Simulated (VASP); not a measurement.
A run of VASP 6.6.1:

File INCAR:

```
PREC = Accurate
ENCUT = 520
EDIFF = 1E-7
ISMEAR = 0
SIGMA = 0.1
LREAL = F
LASPH = T
NELM = 80
ALGO = Normal
ISIF = 2
LWAVE = F
LCHARG = F
GGA = PE
NBANDS = 27
```

File KPOINTS:

```
Automatic mesh
0
Gamma
  6 6 4
```

The input POSCAR:

```
Hf2TiB2
1.0
    3.7715246200      0.0000000000      0.0000000000
   -1.8857623100      3.2662361300      0.0000000000
    0.0000000000      0.0000000000      6.2150730700
Hf Ti B
2 1 2
Direct
    0.3333333300      0.6666666700      0.6200000000
    0.6666666700      0.3333333300      0.3800000000
    0.0000000000      0.0000000000      0.0000000000
    0.3333333300      0.6666666700      0.2599999900
    0.6666666700      0.3333333300      0.7400000100
```

Potentials or basis: VASP PAW PBE potentials, release 64 (Hf_pv, Ti_sv, B).

The run is started by

```console
$ cat potpaw_PBE.64/Hf_pv/POTCAR potpaw_PBE.64/Ti_sv/POTCAR potpaw_PBE.64/B/POTCAR > POTCAR
$ mpirun -np 1 vasp_std > vasp.out
```

Hardware: 1 thread of Intel(R) Xeon(R) Platinum 8488C (Sapphire Rapids) (shared host).

Estimate the wall time of this run.

Wall time 120 s on 1 thread of Intel(R) Xeon(R) Platinum 8488C (Sapphire Rapids) (shared host), peak memory 0.21 GiB. Counts: scf iterations 33, k points 24.
